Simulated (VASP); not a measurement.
Runs of VASP 6.6.1 on InSb3. The structure is that of space group Fm-3m (No. 225), or close to it. The cells are those of the table. 

```tsv
cell	gap on the mesh (eV)	pressure (GPa)
a = 5.366 Å, angles 60.0°, 4 atoms	none	-5.9
a = 5.460 Å, angles 60.0°, 4 atoms	none	-7.6
a = 5.219 Å, angles 60.0°, 4 atoms	none	(b)
a = 5.414 Å, angles 60.0°, 4 atoms	none	-6.9
a = 5.506 Å, angles 60.0°, 4 atoms	none	-8.2
a = 5.318 Å, angles 60.0°, 4 atoms	none	-4.8
a = 5.269 Å, angles 60.0°, 4 atoms	none	(a)
```

Alike in all rows: task single point; level PBEsol+D4; potentials or basis VASP PAW PBE potentials, release 64 (In_d, Sb); no spin polarisation; k mesh 4 × 4 × 4; cutoff (eV) 520; smearing fermi-dirac 0.05 eV.

Task: Fill in the values left out.

Result: (a) -3.5; (b) -1.9.

Caveats: some runs use coarse meshes; the PAW data sets were made with another functional, which shifts forces and pressure a little; spin-orbit coupling is left out, which moves the levels of the heavy elements; pairwise dispersion overbinds metals, which lowers pressure and volume.

A k mesh can miss the band edges, and the runs leave out spin-orbit coupling on In, Sb.

A gap of «none» marks levels without a gap at the run's occupations.
